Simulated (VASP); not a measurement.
# Si3Cl2 (P3m1) in VASP: single point with PBE

Aim: the single point of Si3Cl2 with PBE.

Everything below comes from runs of VASP 6.6.1. Logs are shortened: lines on timing, memory, paths and dates and some standing lists are left out, and cuts for length are marked.

## Step 1: The cell of the first run

Symmetry: P3m1, No. 156, trigonal system. Conventional cell: a = 4.949 Å, b = 4.949 Å, c = 6.477 Å, α = 90.00°, β = 90.00°, γ = 120.00°. Si (site symmetry m) has 4 Si at 2.42 to 2.53 Å and 3 Cl at 2.53 to 3.23 Å within 3.3 Å. Within 4.2 Å of Cl (site symmetry 3m) lie 6 Si at 3.23 Å and 3 Cl at 3.67 Å. Cl (site symmetry 3m) has 3 Si at 2.53 Å within 3.3 Å.

The cell was built from a structure type or drawn by symmetry, and may not be a known phase.

## Step 2: Single point, PBE

File INCAR:

```
  PREC = Accurate
  ENCUT = 500
  EDIFF = 1E-6
  ISMEAR = 0
  SIGMA = 0.2
  LREAL = False
  LASPH = True
  NELM = 120
  ALGO = Normal
  ISIF = 2
  LWAVE = False
  LCHARG = True
  GGA = PE
  LELF = True
  LVHAR = True
  NBANDS = 21
  GGA_COMPAT = False
```

File KPOINTS:

```
Automatic mesh
0
Gamma
  4 4 3
```

File POSCAR:

```
Si3Cl2
1.0
    4.9485671389     -0.0000000028      0.0000000000
   -2.4742835670      4.2855848560      0.0000000000
    0.0000000000      0.0000000000      6.4770976173
Si Cl
3 2
Direct
    0.8369782045      0.1630217955      0.7699782969
    0.8369782045      0.6739564089      0.7699782969
    0.3260435911      0.1630217955      0.7699782969
    0.3333333333      0.6666666667      1.0897970130
    0.0000000000      0.0000000000      0.4448142062
```

Potentials or basis: VASP PAW PBE potentials, release 64 (Si, Cl).

Command:

```console
$ cat potpaw_PBE.64/Si/POTCAR potpaw_PBE.64/Cl/POTCAR > POTCAR
$ mpirun -np 1 vasp_std > vasp.out
```

OUTCAR:

```text
PREC = Accurate
   ENCUT = 500
   EDIFF = 1E-6
   ISMEAR = 0
   LREAL = False
   LASPH = True
   NELM = 120
   ISIF = 2
   GGA = PE

 ion  position               nearest neighbor table
   1  0.837  0.163  0.770-   2 2.42   3 2.42   5 2.53   2 2.53   3 2.53
   2  0.837  0.674  0.770-   1 2.42   3 2.42   5 2.53   1 2.53   3 2.53
   3  0.326  0.163  0.770-   2 2.42   1 2.42   5 2.53   2 2.53   1 2.53
   4  0.333  0.667  0.090-
   5  0.000  0.000  0.445-   1 2.53   2 2.53   3 2.53

  LATTYP: Found a hexagonal cell.
 ALAT       =     4.9485671389
 C/A-ratio  =     1.3088834476

  Lattice vectors:

 A1 = (   4.9485671389,  -0.0000000028,   0.0000000000)
 A2 = (  -2.4742835670,   4.2855848560,   0.0000000000)
 A3 = (   0.0000000000,   0.0000000000,   6.4770976173)

Analysis of symmetry for initial positions (statically):
=====================================================================
 Subroutine PRICEL returns:
 Original cell was already a primitive cell.

 Routine SETGRP: Setting up the symmetry group for a
 hexagonal supercell.

 Subroutine GETGRP returns: Found  6 space group operations
 (whereof  6 operations were pure point group operations)
 out of a pool of 24 trial point group operations.

The static configuration has the point symmetry C_3v.

Analysis of symmetry for dynamics (positions and initial velocities):
=====================================================================
 Subroutine PRICEL returns:
 Original cell was already a primitive cell.

 Routine SETGRP: Setting up the symmetry group for a
 hexagonal supercell.

 Subroutine GETGRP returns: Found  6 space group operations
 (whereof  6 operations were pure point group operations)
 out of a pool of 24 trial point group operations.

The dynamic configuration has the point symmetry C_3v.

 Subroutine INISYM returns: Found  6 space group operations
 (whereof  6 operations are pure point group operations),
 and found     1 'primitive' translations

----------------------------------------------------------------------------------------

                                     Primitive cell

  volume of cell :     137.3631

[... 74 lines left out ...]
   LSORBIT =      F    spin-orbit coupling
   LASPH  =      T    aspherical Exc in radial PAW
   ENCUT  =  500.0 eV  36.75 Ry    6.06 a.u.   9.02  9.02 11.81*2*pi/ulx,y,z
   NELM   =    120;   NELMIN=  2; NELMDL= -5     # of ELM steps
   EDIFF  = 0.1E-05   stopping-criterion for ELM
   LREAL  =      F    real-space projection
   EDIFFG = 0.1E-04   stopping-criterion for IOM
   NSW    =      0    number of steps for IOM
   IBRION =     -1    ionic relax: 0-MD 1-quasi-New 2-CG
   NFREE  =      0    steps in history (QN), initial steepest desc. (CG)
   ISIF   =      2    stress and relaxation
   ISYM   =      2    0-nonsym 1-usesym 2-fastsym
   POTIM  = 0.5000    time-step for ionic-motion
   TEBEG  =    0.0;   TEEND  =   0.0 temperature during run
   PSTRESS=    0.0 pullay stress
   NELECT =      26.0000    total number of electrons
   NUPDOWN=      -1.0000    fix difference up-down
   EMIN   =  10.00;   EMAX   =-10.00  energy-range for DOS
   EFERMI =   0.00;   METHOD = LEGACY
   ISMEAR =     0;   SIGMA  =   0.20  broadening in eV -4-tet -1-fermi 0-gaus
   EFERMI_NEDOS =   21; number of points for ismear=-14 and -15
   IALGO  =     38    algorithm
   IMIX   =      4    mixing-type and parameters
     AMIX     =   0.40;   BMIX     =  1.00
     AMIX_MAG =   1.60;   BMIX_MAG =  1.00
  volume/ion in A,a.u.               =      27.47       185.39
  Fermi-wavevector in a.u.,A,eV,Ry     =   0.939960  1.776266 12.021079  0.883524
  Thomas-Fermi vector in A             =   2.067324
   LORBIT       =      0    0 simple, 1 ext, 2 COOP (PROOUT), +10 PAW based schemes
   GGA     = PE    functional components
   LHFCALC =     F    Hartree Fock is set to
   AEXX    =    0.0000 exact exchange contribution
   IVDW    =     0    specifies the selected vdW correction
   LEPSILON=     F    determine dielectric tensor
   LRPA    =     F    only Hartree local field effects (RPA)
 non-spin polarized calculation
 Gauss-broadening in eV      SIGMA  =   0.20
  energy-cutoff  :      500.00
  volume of cell :      137.36
 maximum number of plane-waves:      3501
   NGX = 19   NGY = 19   NGZ = 23

 number of electron      26.0000004 magnetization

 Free energy of the ion-electron system (eV)
  ---------------------------------------------------
  ext. energy  EPLUGINS =         0.00000000
  ---------------------------------------------------
  free energy    TOTEN  =       -18.04516607 eV

  energy without entropy =      -17.95910225  energy(sigma->0) =      -18.00213416

 E-fermi :   2.1078     XC(G=0):  -7.8689

 val. band max:        2.0995807750   @ k =   0.2500   0.0000   0.0000
 cond. band min:       2.1423900371   @ k =  -0.0000   0.2500   0.3333
 fundamental gap:      0.0428092621
 Fermi energy:         2.1077913012

 k-point     1 :       0.0000    0.0000    0.0000
  band No.  band energies     occupation
      1     -14.0854      2.00000
      2     -11.7509      2.00000
      3      -8.5429      2.00000
      4      -3.9029      2.00000
      5      -2.9451      2.00000
      6      -2.9451      2.00000
[... 205 lines left out ...]
     20       8.6003      0.00000
     21       8.9962      0.00000

------------------------ aborting loop because EDIFF is reached ----------------------------------------

  FORCE on cell =-STRESS in cart. coord.  units (eV):
  Direction    XX          YY          ZZ          XY          YZ          ZX
  --------------------------------------------------------------------------------------
  -------------------------------------------------------------------------------------
  Total        0.1004115      0.1004115      0.3259758      0.0000000     -0.0000000     -0.0000000
  in kB        1.1711811      1.1711811      3.8021210      0.0000000     -0.0000000     -0.0000000
  external PRESSURE =       2.0481611 kB  Pullay stress =       0.0000000 kB

 VOLUME and BASIS-vectors are now :
 -----------------------------------------------------------------------------
  energy-cutoff  :      500.00
  volume of cell :      137.36
      direct lattice vectors                 reciprocal lattice vectors
     4.948567139 -0.000000003  0.000000000     0.202078697  0.116670190  0.000000000
    -2.474283567  4.285584856  0.000000000     0.000000000  0.233340380  0.000000000
     0.000000000  0.000000000  6.477097617     0.000000000  0.000000000  0.154390139

 POSITION                                       TOTAL-FORCE (eV/Angst)
 -----------------------------------------------------------------------------------
      3.73848      0.69864      4.98722        -0.045732      0.026403     -0.016666
      2.47428      2.88830      4.98722        -0.000000     -0.052807     -0.016666
      1.21009      0.69864      4.98722         0.045732      0.026403     -0.016666
      0.00000      2.85706      0.58162         0.000000     -0.000000      0.057536
      0.00000      0.00000      2.88111         0.000000     -0.000000     -0.007539
 -----------------------------------------------------------------------------------
    total drift:                                0.000000     -0.000000     -0.000137

  FREE ENERGIE OF THE ION-ELECTRON SYSTEM (eV)
  ---------------------------------------------------
  free  energy   TOTEN  =       -18.0451660704 eV

  energy  without entropy=      -17.9591022545  energy(sigma->0) =      -18.00213416
```

OSZICAR:

```text
N       E                     dE             d eps       ncg     rms          rms(c)
DAV:   1     0.122012685173E+03    0.12201E+03   -0.10264E+04   378   0.990E+02
DAV:   2    -0.685289665894E+01   -0.12887E+03   -0.12382E+03   513   0.171E+02
DAV:   3    -0.184919416089E+02   -0.11639E+02   -0.11504E+02   448   0.537E+01
DAV:   4    -0.187156973331E+02   -0.22376E+00   -0.22359E+00   487   0.914E+00
DAV:   5    -0.187202607979E+02   -0.45635E-02   -0.45632E-02   454   0.131E+00    0.794E+00
DAV:   6    -0.181201606369E+02    0.60010E+00   -0.15235E+00   504   0.541E+00    0.467E+00
DAV:   7    -0.180479170565E+02    0.72244E-01   -0.34925E-01   443   0.267E+00    0.202E+00
DAV:   8    -0.180437635444E+02    0.41535E-02   -0.51761E-02   482   0.114E+00    0.527E-01
DAV:   9    -0.180445182327E+02   -0.75469E-03   -0.10080E-02   512   0.444E-01    0.234E-01
DAV:  10    -0.180450973468E+02   -0.57911E-03   -0.26365E-03   418   0.236E-01    0.671E-02
DAV:  11    -0.180451233239E+02   -0.25977E-04   -0.48798E-04   471   0.101E-01    0.327E-02
DAV:  12    -0.180451464907E+02   -0.23167E-04   -0.46363E-05   428   0.353E-02    0.115E-02
DAV:  13    -0.180451644535E+02   -0.17963E-04   -0.21540E-05   403   0.252E-02    0.444E-03
DAV:  14    -0.180451658316E+02   -0.13781E-05   -0.44177E-06   410   0.913E-03    0.163E-03
DAV:  15    -0.180451660704E+02   -0.23879E-06   -0.65521E-07   279   0.477E-03
   1 F= -.18045166E+02 E0= -.18002134E+02  d E =-.860638E-01
```

Run time: 23 s. Hardware: 1 thread of Intel Xeon Platinum 8488C (Sapphire Rapids), shared host; peak memory 0.23 GiB.

What came out:

```yaml
Free_energy: -18.0452 eV
Pressure: 0.2 GPa
Largest_force: 0.058 eV/Å
Band_gap_on_the_k_mesh: zero (bands 13 and 14 overlap by 1.41 eV)
```

Forces on the atoms (eV/Å):
```
Si  -0.046  0.026 -0.017
Si   0.000 -0.053 -0.017
Si   0.046  0.026 -0.017
Cl   0.000  0.000  0.058
Cl   0.000  0.000 -0.008
```

Caveat: the k points lie up to 0.37 Å⁻¹ apart, too coarse for converged energies and pressures of a metal.
